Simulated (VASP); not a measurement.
# TlBr (Pm-3m) in VASP: single point with r2SCAN

Aim: the single point of TlBr with r2SCAN.

Everything below comes from runs of VASP 6.6.1. Logs are shortened: lines on timing, memory, paths and dates and some standing lists are left out, and cuts for length are marked.

## Step 1: The cell of the first run

The structure is cubic, space group Pm-3m (No. 221). The conventional cell has a = 4.006 Å, b = 4.006 Å, c = 4.006 Å, α = 90.00°, β = 90.00°, γ = 90.00°. Within 4.6 Å of Tl (site symmetry m-3m) lie 8 Br at 3.47 Å and 6 Tl at 4.01 Å. Within 4.6 Å of Br (site symmetry m-3m) lie 8 Tl at 3.47 Å and 6 Br at 4.01 Å.

## Step 2: Single point, r2SCAN

Input file POSCAR:

```
TlBr
1.0
    4.0060040000      0.0000000000      0.0000000000
    0.0000000000      4.0060040000      0.0000000000
    0.0000000000      0.0000000000      4.0060040000
Tl Br
1 1
Direct
    0.0000000000      0.0000000000      0.0000000000
    0.5000000000      0.5000000000      0.5000000000
```

Input file INCAR.step1:

```
  ALGO = Normal
  EDIFF = 1E-5
  ENCUT = 550
  GGA = PE
  GGA_COMPAT = False
  ISMEAR = -5
  LASPH = True
  LCHARG = False
  LREAL = False
  LWAVE = True
  NBANDS = 17
  NELM = 120
  PREC = Accurate
  SIGMA = 0.1
```

Input file INCAR.step2:

```
  ALGO = Normal
  EDIFF = 1E-6
  ENCUT = 550
  GGA_COMPAT = False
  ISIF = 2
  ISMEAR = -5
  ISTART = 1
  LASPH = True
  LCHARG = False
  LMIXTAU = True
  LREAL = False
  LWAVE = False
  METAGGA = R2SCAN
  NBANDS = 17
  NELM = 120
  PREC = Accurate
  SIGMA = 0.1
```

Input file KPOINTS:

```
k-points
0
Gamma
  6 6 6
```

Potentials or basis: VASP PAW PBE potentials, release 64 (Tl_d, Br).

Command:

```console
cat potpaw_PBE.64/Tl_d/POTCAR potpaw_PBE.64/Br/POTCAR > POTCAR
cp INCAR.step1 INCAR
mpirun -np 1 vasp_std > vasp.out
cp INCAR.step2 INCAR
mpirun -np 1 vasp_std > vasp.out
```

OUTCAR:

```text
EDIFF = 1E-6
   ENCUT = 550
   ISIF = 2
   ISMEAR = -5
   ISTART = 1
   LASPH = True
   LREAL = False
   METAGGA = R2SCAN
   NELM = 120
   PREC = Accurate

 ion  position               nearest neighbor table
   1  0.000  0.000  0.000-
   2  0.500  0.500  0.500-

  LATTYP: Found a simple cubic cell.
 ALAT       =     4.0060040000

  Lattice vectors:

 A1 = (   4.0060040000,   0.0000000000,   0.0000000000)
 A2 = (   0.0000000000,   4.0060040000,   0.0000000000)
 A3 = (   0.0000000000,   0.0000000000,   4.0060040000)

Analysis of symmetry for initial positions (statically):
=====================================================================
 Subroutine PRICEL returns:
 Original cell was already a primitive cell.

 Routine SETGRP: Setting up the symmetry group for a
 simple cubic supercell.

 Subroutine GETGRP returns: Found 48 space group operations
 (whereof 48 operations were pure point group operations)
 out of a pool of 48 trial point group operations.

The static configuration has the point symmetry O_h .

Analysis of symmetry for dynamics (positions and initial velocities):
=====================================================================
 Subroutine PRICEL returns:
 Original cell was already a primitive cell.

 Routine SETGRP: Setting up the symmetry group for a
 simple cubic supercell.

 Subroutine GETGRP returns: Found 48 space group operations
 (whereof 48 operations were pure point group operations)
 out of a pool of 48 trial point group operations.

The dynamic configuration has the point symmetry O_h .

 Subroutine INISYM returns: Found 48 space group operations
 (whereof 48 operations are pure point group operations),
 and found     1 'primitive' translations

----------------------------------------------------------------------------------------

                                     Primitive cell

  volume of cell :      64.2886

  direct lattice vectors                    reciprocal lattice vectors
     4.006004000  0.000000000  0.000000000     0.249625312  0.000000000  0.000000000
     0.000000000  4.006004000  0.000000000     0.000000000  0.249625312  0.000000000
     0.000000000  0.000000000  4.006004000     0.000000000  0.000000000  0.249625312

  length of vectors
     4.006004000  4.006004000  4.006004000     0.249625312  0.249625312  0.249625312

  position of ions in fractional coordinates (direct lattice)
     0.000000000  0.000000000  0.000000000
     0.500000000  0.500000000  0.500000000

  ion indices of the primitive-cell ions
   primitive index   ion index
                 1           1
                 2           2

----------------------------------------------------------------------------------------

 KPOINTS: k-points

Automatic generation of k-mesh.
 Grid dimensions read from file:
 generate k-points for:    6    6    6

 Generating k-lattice:

  Cartesian coordinates                     Fractional coordinates (reciprocal lattice)
     0.041604219  0.000000000  0.000000000     0.166666667  0.000000000  0.000000000
     0.000000000  0.041604219  0.000000000     0.000000000  0.166666667  0.000000000
     0.000000000  0.000000000  0.041604219     0.000000000  0.000000000  0.166666667

  Length of vectors
     0.041604219  0.041604219  0.041604219

  Shift w.r.t. Gamma in fractional coordinates (k-lattice)
     0.000000000  0.000000000  0.000000000

 TETIRR: Found    104 inequivalent tetrahedra from     1296

 Subroutine IBZKPT returns following result:
 ===========================================

 Found     20 irreducible k-points:

 Following reciprocal coordinates:
            Coordinates               Weight
  0.000000  0.000000  0.000000      1.000000
  0.166667  0.000000  0.000000      6.000000
  0.333333  0.000000  0.000000      6.000000
  0.500000  0.000000  0.000000      3.000000
  0.166667  0.166667  0.000000     12.000000
  0.333333  0.166667  0.000000     24.000000
[... 12 lines left out ...]
  0.500000  0.500000  0.333333      6.000000
  0.500000  0.500000  0.500000      1.000000
   k-points           NKPTS =     20   k-points in BZ     NKDIM =     20   number of bands    NBANDS=     17
   number of dos      NEDOS =    301   number of ions     NIONS =      2
   total plane-waves  NPLWV =  32768
   dimension x,y,z NGX =    32 NGY =   32 NGZ =   32
   dimension x,y,z NGXF=    64 NGYF=   64 NGZF=   64
   ions per type =               1   1
   NGX,Y,Z   is equivalent  to a cutoff of  13.28, 13.28, 13.28 a.u.
   NGXF,Y,Z  is equivalent  to a cutoff of  26.56, 26.56, 26.56 a.u.
 SYSTEM =  unknown system
   PREC   = accura    normal or accurate (medium, high low for compatibility)
   ISTART =      1    job   : 0-new  1-cont  2-samecut
   ICHARG =      0    charge: 1-file 2-atom 10-const
   ISPIN  =      1    spin polarized calculation?
   LNONCOLLINEAR =      F non collinear calculations
   LSORBIT =      F    spin-orbit coupling
   LASPH  =      T    aspherical Exc in radial PAW
   ENCUT  =  550.0 eV  40.42 Ry    6.36 a.u.   7.66  7.66  7.66*2*pi/ulx,y,z
   NELM   =    120;   NELMIN=  2; NELMDL=  0     # of ELM steps
   EDIFF  = 0.1E-05   stopping-criterion for ELM
   LREAL  =      F    real-space projection
   EDIFFG = 0.1E-04   stopping-criterion for IOM
   NSW    =      0    number of steps for IOM
   IBRION =     -1    ionic relax: 0-MD 1-quasi-New 2-CG
   NFREE  =      0    steps in history (QN), initial steepest desc. (CG)
   ISIF   =      2    stress and relaxation
   ISYM   =      2    0-nonsym 1-usesym 2-fastsym
   POTIM  = 0.5000    time-step for ionic-motion
   TEBEG  =    0.0;   TEEND  =   0.0 temperature during run
   PSTRESS=    0.0 pullay stress
   NELECT =      20.0000    total number of electrons
   NUPDOWN=      -1.0000    fix difference up-down
   EMIN   =  10.00;   EMAX   =-10.00  energy-range for DOS
   EFERMI =   0.00;   METHOD = LEGACY
   ISMEAR =    -5;   SIGMA  =   0.10  broadening in eV -4-tet -1-fermi 0-gaus
   EFERMI_NEDOS =   21; number of points for ismear=-14 and -15
   IALGO  =     38    algorithm
   IMIX   =      4    mixing-type and parameters
     AMIX     =   0.40;   BMIX     =  1.00
     AMIX_MAG =   1.60;   BMIX_MAG =  1.00
  volume/ion in A,a.u.               =      32.14       216.92
  Fermi-wavevector in a.u.,A,eV,Ry     =   1.109277  2.096230 16.741916  1.230496
  Thomas-Fermi vector in A             =   2.245815
   LORBIT       =      0    0 simple, 1 ext, 2 COOP (PROOUT), +10 PAW based schemes
   METAGGA = R2SCAN    functional components
   LHFCALC =     F    Hartree Fock is set to
   AEXX    =    0.0000 exact exchange contribution
   IVDW    =     0    specifies the selected vdW correction
   LEPSILON=     F    determine dielectric tensor
   LRPA    =     F    only Hartree local field effects (RPA)
 non-spin polarized calculation
 Fermi weights with tetrahedron method with Bloechl corrections
  energy-cutoff  :      550.00
  volume of cell :       64.29
 maximum number of plane-waves:      1924
 NGX is ok and might be reduce to    32
   NGX = 15   NGY = 15   NGZ = 15

 number of electron      20.0000001 magnetization

 Free energy of the ion-electron system (eV)
  ---------------------------------------------------
  ext. energy  EPLUGINS =         0.00000000
  ---------------------------------------------------
  free energy    TOTEN  =       -68.38096239 eV

  energy without entropy =      -68.38096239  energy(sigma->0) =      -68.38096239

 E-fermi :   1.9053     XC(G=0):  -9.3302

 val. band max:        1.8649377393   @ k =   0.5000   0.0000   0.0000
 cond. band min:       4.2168737968   @ k =   0.5000   0.0000   0.0000
 fundamental gap:      2.3519360574
 Fermi energy:         1.9052685732

 k-point     1 :       0.0000    0.0000    0.0000
  band No.  band energies     occupation
      1     -12.2465      2.00000
      2      -8.5484      2.00000
      3      -8.5484      2.00000
      4      -8.3767      2.00000
      5      -8.3767      2.00000
      6      -8.3767      2.00000
[... 9 lines left out ...]
     16      13.6202      0.00000
     17      16.0061      0.00000

 k-point     2 :       0.1667    0.0000    0.0000
  band No.  band energies     occupation
      1     -12.1922      2.00000
      2      -8.5462      2.00000
      3      -8.5171      2.00000
      4      -8.3907      2.00000
      5      -8.3907      2.00000
      6      -8.3755      2.00000
[... 9 lines left out ...]
     16      14.9988      0.00000
     17      15.6669      0.00000

 k-point     3 :       0.3333    0.0000    0.0000
  band No.  band energies     occupation
      1     -12.0788      2.00000
      2      -8.5417      2.00000
      3      -8.4562      2.00000
      4      -8.4185      2.00000
      5      -8.4185      2.00000
      6      -8.3730      2.00000
[... 9 lines left out ...]
     16      13.7652      0.00000
     17      16.1010      0.00000

 k-point     4 :       0.5000    0.0000    0.0000
  band No.  band energies     occupation
      1     -12.0194      2.00000
      2      -8.5394      2.00000
      3      -8.4322      2.00000
      4      -8.4322      2.00000
      5      -8.4268      2.00000
      6      -8.3717      2.00000
[... 9 lines left out ...]
     16      15.7705      0.00000
     17      16.1307      0.00000
[... 263 lines left out ...]
      1     -11.8143      2.00000
      2      -8.4821      2.00000
      3      -8.4611      2.00000
      4      -8.4290      2.00000
      5      -8.3863      2.00000
      6      -8.3520      2.00000
[... 9 lines left out ...]
     16      14.3891      0.00000
     17      18.4991      0.00000

 k-point    19 :       0.5000    0.5000    0.3333
  band No.  band energies     occupation
      1     -11.7718      2.00000
      2      -8.4791      2.00000
      3      -8.4791      2.00000
      4      -8.4665      2.00000
      5      -8.3686      2.00000
      6      -8.3323      2.00000
[... 9 lines left out ...]
     16      14.9359      0.00000
     17      18.6655      0.00000

 k-point    20 :       0.5000    0.5000    0.5000
  band No.  band energies     occupation
      1     -11.7237      2.00000
      2      -8.4995      2.00000
      3      -8.4995      2.00000
      4      -8.4995      2.00000
      5      -8.3316      2.00000
      6      -8.3316      2.00000
[... 9 lines left out ...]
     16      15.4840      0.00000
     17      19.0238      0.00000

------------------------ aborting loop because EDIFF is reached ----------------------------------------

  FORCE on cell =-STRESS in cart. coord.  units (eV):
  Direction    XX          YY          ZZ          XY          YZ          ZX
  --------------------------------------------------------------------------------------
  -------------------------------------------------------------------------------------
  Total       -0.0767084     -0.0767084     -0.0767084      0.0000000      0.0000000      0.0000000
  in kB       -1.9116983     -1.9116983     -1.9116983      0.0000000      0.0000000      0.0000000
  external PRESSURE =      -1.9116983 kB  Pullay stress =       0.0000000 kB

 VOLUME and BASIS-vectors are now :
 -----------------------------------------------------------------------------
  energy-cutoff  :      550.00
  volume of cell :       64.29
      direct lattice vectors                 reciprocal lattice vectors
     4.006004000  0.000000000  0.000000000     0.249625312  0.000000000  0.000000000
     0.000000000  4.006004000  0.000000000     0.000000000  0.249625312  0.000000000
     0.000000000  0.000000000  4.006004000     0.000000000  0.000000000  0.249625312

 POSITION                                       TOTAL-FORCE (eV/Angst)
 -----------------------------------------------------------------------------------
      0.00000      0.00000      0.00000         0.000000      0.000000      0.000000
      2.00300      2.00300      2.00300         0.000000      0.000000      0.000000
 -----------------------------------------------------------------------------------
    total drift:                                0.000000      0.000000     -0.000000

  FREE ENERGIE OF THE ION-ELECTRON SYSTEM (eV)
  ---------------------------------------------------
  free  energy   TOTEN  =       -68.3809623873 eV

  energy  without entropy=      -68.3809623873  energy(sigma->0) =      -68.38096239
```

Wall time 87 s (1 thread of Intel Xeon 8259CL, shared host); peak memory 0.19 GiB.

Results:

* Free energy: -68.3810 eV
* Pressure: -0.2 GPa
* Band gap on the k mesh: 2.35 eV

Levels at points of the mesh, in eV from the valence-band top:
```
           k point  band 8  band 9  band 10  band 11  band 12  band 13
(0.00, 0.00, 0.00)   -1.27   -1.27    -1.27     7.61     7.61     7.67
(0.50, 0.00, 0.00)   -0.80   -0.80     0.00     2.35     6.24     6.24
(0.50, 0.50, 0.00)   -2.84   -2.84    -0.71     5.26     5.26     7.82
(0.50, 0.50, 0.50)   -1.90   -1.90    -1.90     2.60     2.60     2.60
```

Caveat: the PAW data sets were made with another functional, which shifts forces and pressure a little; spin-orbit coupling is left out, which moves the levels of the heavy elements.
